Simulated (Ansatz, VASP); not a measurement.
# One calculation of Ag, two programs

```xyz
2
Lattice="3.0217 0.0000 0.0000 -1.5109 2.6169 0.0000 0.0000 0.0000 4.8932" Properties=species:S:1:pos:R:3 pbc="T T T"
Ag    0.0000    1.7446    1.2233
Ag    1.5109    0.8723    3.6699
```

Alike in both runs: task single point; functional PBE; k mesh 14 × 14 × 8; occupations fermi-dirac, width 0.1 eV; no spin polarisation.

```csv
,VASP,Ansatz
version,VASP 6.6.1,Ansatz 0.2.0
potentials or method,"VASP PAW PBE potentials, release 64 (Ag), cutoff 520 eV","plane waves (420 eV) with PAW, scalar-relativistic"
valence electrons in the cell,22,38
```

```csv
,VASP,Ansatz,Ansatz less VASP
pressure (GPa),-5.7,-5.6,+0.05
"traceless stress, the component that is largest in VASP (GPa)",0.28,0.28,+0.004
```

With one functional, cell and mesh, what is left measures potentials, basis and numerics. VASP's potentials hold 22 valence electrons a cell and Ansatz's 38, so a difference there can come from the potentials and not from the codes.
